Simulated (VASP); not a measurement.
Crystal: Sc2AlN3.

```xyz
6
Lattice="4.0711 0.0000 0.0000 -2.0356 3.5257 0.0000 0.0000 0.0000 6.4854" Properties=species:S:1:pos:R:3 pbc="T T T"
Sc    0.0000    2.3505    1.6356
Sc    2.0356    1.1752    4.8498
Al    0.0000    0.0000    0.0000
N     0.0000    2.3505    4.1766
N     2.0356    1.1752    2.3088
N     0.0000    0.0000    3.2427
```

Base run:

* Program: VASP 6.6.1
* Functional: PBE
* Potentials or basis: VASP PAW PBE potentials, release 64 (Sc_sv, Al, N)
* Cutoff: 520 eV
* k mesh: 6 × 6 × 4
* Occupations: gaussian, width 0.1 eV
* Spin: no spin polarisation

Its results: pressure -15.2 GPa; largest force 4.051 eV/Å.

Problem. The run is repeated on the same cell with these changes: spin from no spin polarisation to collinear spin, ferromagnetic start; further incar settings from ALGO = Normal; EDIFF = 1e-06; NBANDS = 29 to ALGO = Normal; EDIFF = 1e-07; NBANDS = 33. What comes out?

Solution. Pressure -15.0 GPa; net moment 0.84 μB per cell; site moments Sc +0.05; Al +0.01; N +0.09, +0.32 μB; largest force 4.099 eV/Å.

Caveats: forces of over 1 eV/Å act on the atoms, so gaps and moduli don't describe the material at rest.
